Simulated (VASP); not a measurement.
# Si2Ni (Fm-3m) in VASP: further runs, part 2 of 2

VASP 6.6.1.

### 5 Single point, PBE (volume scaled by 0.94)

Input file INCAR:

```
PREC = Accurate
ENCUT = 520
EDIFF = 1E-6
ISMEAR = 0
SIGMA = 0.1
LREAL = F
LASPH = T
NELM = 80
ALGO = Normal
ISIF = 2
LWAVE = F
LCHARG = T
GGA = PE
LELF = T
LVHAR = T
NBANDS = 16
```

Input file KPOINTS:

```
Automatic mesh
0
Gamma
  14 14 14
```

Input file POSCAR:

```
Si2Ni
1.0
    0.0000000000      2.6678362154      2.6678362154
    2.6678362154      0.0000000000      2.6678362154
    2.6678362154      2.6678362154      0.0000000000
Si Ni
2 1
Direct
    0.2500000000      0.2500000000      0.2500000000
    0.7500000000      0.7500000000      0.7500000000
    0.0000000000      0.0000000000      0.0000000000
```

Potentials or basis: VASP PAW PBE potentials, release 64 (Si, Ni).

Run with:

```bash
$ cat potpaw_PBE.64/Si/POTCAR potpaw_PBE.64/Ni/POTCAR > POTCAR
$ mpirun -np 1 vasp_std > vasp.out
```

OUTCAR:

```text
PREC = Accurate
   ENCUT = 520
   EDIFF = 1E-6
   ISMEAR = 0
   LREAL = F
   LASPH = T
   NELM = 80
   ISIF = 2
   GGA = PE

 ion  position               nearest neighbor table
   1  0.250  0.250  0.250-   3 2.31   3 2.31   3 2.31   3 2.31   2 2.67   2 2.67   2 2.67   2 2.67
                             2 2.67   2 2.67
   2  0.750  0.750  0.750-   3 2.31   3 2.31   3 2.31   3 2.31   1 2.67   1 2.67   1 2.67   1 2.67
                             1 2.67   1 2.67
   3  0.000  0.000  0.000-   2 2.31   2 2.31   2 2.31   1 2.31   2 2.31   1 2.31   1 2.31   1 2.31

  LATTYP: Found a face centered cubic cell.
 ALAT       =     5.3356724308

  Lattice vectors:

 A1 = (   0.0000000000,   2.6678362154,   2.6678362154)
 A2 = (   2.6678362154,   0.0000000000,   2.6678362154)
 A3 = (   2.6678362154,   2.6678362154,   0.0000000000)

Analysis of symmetry for initial positions (statically):
=====================================================================
 Subroutine PRICEL returns:
 Original cell was already a primitive cell.

 Routine SETGRP: Setting up the symmetry group for a
 face centered cubic supercell.

[... 171 lines left out ...]
 cond. band min:      11.1414920713   @ k =   0.1429   0.0714   0.0000
 fundamental gap:      0.0621283173
 Fermi energy:        11.1128127724

 k-point     1 :       0.0000    0.0000    0.0000
  band No.  band energies     occupation
      1      -3.1876      2.00000
      2       5.5815      2.00000
      3       5.5815      2.00000
      4       5.5815      2.00000
      5       7.3147      2.00000
      6       7.3147      2.00000
[... 433 lines left out ...]
      3       5.7521      2.00000
      4       5.7944      2.00000
      5       6.7681      2.00000
      6       7.4560      2.00000
[... 8 lines left out ...]
     15      18.1887      0.00000
     16      18.4858      0.00000

 [... further k-points ...]

------------------------ aborting loop because EDIFF is reached ----------------------------------------

  FORCE on cell =-STRESS in cart. coord.  units (eV):
  Direction    XX          YY          ZZ          XY          YZ          ZX
  --------------------------------------------------------------------------------------
  -------------------------------------------------------------------------------------
  Total        2.4003536      2.4003536      2.4003536      0.0000000     -0.0000000      0.0000000
  in kB      101.2694196    101.2694196    101.2694196      0.0000000     -0.0000000      0.0000000
  external PRESSURE =     101.2694196 kB  Pullay stress =       0.0000000 kB

 VOLUME and BASIS-vectors are now :
 -----------------------------------------------------------------------------
  energy-cutoff  :      520.00
  volume of cell :       37.98
      direct lattice vectors                 reciprocal lattice vectors
     0.000000000  2.667836215  2.667836215    -0.187417802  0.187417802  0.187417802
     2.667836215  0.000000000  2.667836215     0.187417802 -0.187417802  0.187417802
     2.667836215  2.667836215  0.000000000     0.187417802  0.187417802 -0.187417802

 POSITION                                       TOTAL-FORCE (eV/Angst)
 -----------------------------------------------------------------------------------
      1.33392      1.33392      1.33392        -0.000000     -0.000000     -0.000000
      4.00175      4.00175      4.00175         0.000000      0.000000      0.000000
      0.00000      0.00000      0.00000        -0.000000      0.000000     -0.000000
 -----------------------------------------------------------------------------------
    total drift:                               -0.000000     -0.000000      0.000000

  FREE ENERGIE OF THE ION-ELECTRON SYSTEM (eV)
  ---------------------------------------------------
  free  energy   TOTEN  =       -17.2991586613 eV

  energy  without entropy=      -17.2946832707  energy(sigma->0) =      -17.29692097
```

OSZICAR:

```text
N       E                     dE             d eps       ncg     rms          rms(c)
DAV:   1     0.647466114712E+02    0.64747E+02   -0.78108E+03  3344   0.116E+03
DAV:   2    -0.161176026484E+02   -0.80864E+02   -0.73912E+02  3760   0.216E+02
DAV:   3    -0.193364846473E+02   -0.32189E+01   -0.31609E+01  4280   0.466E+01
DAV:   4    -0.193859974313E+02   -0.49513E-01   -0.49488E-01  3992   0.560E+00
DAV:   5    -0.193872519185E+02   -0.12545E-02   -0.12544E-02  4288   0.926E-01    0.168E+01
DAV:   6    -0.237525627969E+02   -0.43653E+01   -0.40038E+01  3504   0.149E+02    0.243E+01
DAV:   7    -0.174094373445E+02    0.63431E+01   -0.12058E+01  4152   0.930E+01    0.364E+00
DAV:   8    -0.173501815221E+02    0.59256E-01   -0.15399E+00  4632   0.195E+01    0.280E+00
DAV:   9    -0.173009647003E+02    0.49217E-01   -0.25487E-01  3912   0.973E+00    0.666E-01
DAV:  10    -0.172990108865E+02    0.19538E-02   -0.97536E-03  4608   0.190E+00    0.286E-01
DAV:  11    -0.172991283333E+02   -0.11745E-03   -0.10444E-03  4352   0.307E-01    0.423E-02
DAV:  12    -0.172991592496E+02   -0.30916E-04   -0.40895E-05  4240   0.756E-02    0.241E-02
DAV:  13    -0.172991585518E+02    0.69787E-06   -0.18703E-05  3856   0.900E-02    0.596E-03
DAV:  14    -0.172991586613E+02   -0.10957E-06   -0.10536E-06  3000   0.107E-02
   1 F= -.17299159E+02 E0= -.17296921E+02  d E =-.447539E-02
```

stdout:

```text
POSCAR found type information on POSCAR SiNi
 POSCAR found :  2 types and       3 ions
 scaLAPACK will be used
 LDA part: xc-table for (Slater+PW92), standard interpolation
 POSCAR, INCAR and KPOINTS ok, starting setup
 FFT: planning ... GRIDC
 FFT: planning ... GRID_SOFT
 FFT: planning ... GRID
 WAVECAR not read
 entering main loop
```

Wall time 33 s (1 thread of AMD EPYC 9R45 (Zen 5), shared host); peak memory 0.17 GiB.

Results:

| Quantity | Value |
| --- | --- |
| Free energy | -17.2992 eV |
| Pressure | 10.1 GPa |
| Band gap on the k mesh | zero (band 9 reaches 12.80 eV, above the bottom of band 10 at 10.68 eV) |

### 6 Single point, PBE (volume scaled by 0.97)

Input file INCAR:

```
  ALGO = Normal
  EDIFF = 1E-7
  ENCUT = 520
  GGA = PE
  ISIF = 2
  ISMEAR = 0
  LASPH = T
  LCHARG = F
  LREAL = F
  LWAVE = F
  NBANDS = 16
  NELM = 60
  PREC = Accurate
  SIGMA = 0.1
```

Input file KPOINTS:

```
k-points
0
Gamma
  14 14 14
```

Input file POSCAR:

```
Si2Ni
1.0
    0.0000000000      2.6959207658      2.6959207658
    2.6959207658      0.0000000000      2.6959207658
    2.6959207658      2.6959207658      0.0000000000
Si Ni
2 1
Direct
    0.2500000000      0.2500000000      0.2500000000
    0.7500000000      0.7500000000      0.7500000000
    0.0000000000      0.0000000000      0.0000000000
```

Potentials or basis: VASP PAW PBE potentials, release 64 (Si, Ni).

Run with:

```bash
$ cat potpaw_PBE.64/Si/POTCAR potpaw_PBE.64/Ni/POTCAR > POTCAR
$ mpirun -np 1 vasp_std > vasp.out
```

It took 35 s on 1 thread of AMD EPYC 9R45 (Zen 5), shared host; peak memory 0.17 GiB.

It converged, with:

```
Free energy            : -17.3550 eV
Pressure               : 4.7 GPa
Band gap on the k mesh : zero (band 9 reaches 12.28 eV, above the bottom of band 10 at 10.16 eV)
```

Levels at points of the mesh, in eV from the Fermi level:
| k point | band 7 | band 8 | band 9 | band 10 | band 11 | band 12 |
| --- | --- | --- | --- | --- | --- | --- |
| (0.00, 0.00, 0.00) | -0.28 | 1.67 | 1.67 | 1.67 | 2.22 | 2.22 |
| (0.50, 0.00, 0.00) | -3.41 | -1.51 | -1.51 | 1.76 | 1.76 | 1.76 |
| (0.50, 0.50, 0.00) | -3.68 | -3.51 | -3.18 | -0.45 | 1.35 | 7.68 |

 Spin polarisation is off, so any magnetic state and its effect on volume and gap are missing.

### 7 Summary

```csv
cell,gap on the mesh (eV),pressure (GPa)
"a = 3.852 Å, angles 60.0°, 3 atoms",none,-0.1
"a = 3.691 Å, angles 60.0°, 3 atoms",none,24.4
"a = 3.732 Å, angles 60.0°, 3 atoms",none,16.7
"a = 3.773 Å, angles 60.0°, 3 atoms",none,10.1
"a = 3.813 Å, angles 60.0°, 3 atoms",none,4.7
```

Alike in all rows: task single point; level PBE; potentials or basis VASP PAW PBE potentials, release 64 (Si, Ni); no spin polarisation; k mesh 14 × 14 × 14; cutoff (eV) 520; smearing gaussian 0.1 eV.

Absolute energies hang on the potentials; compare differences alone.
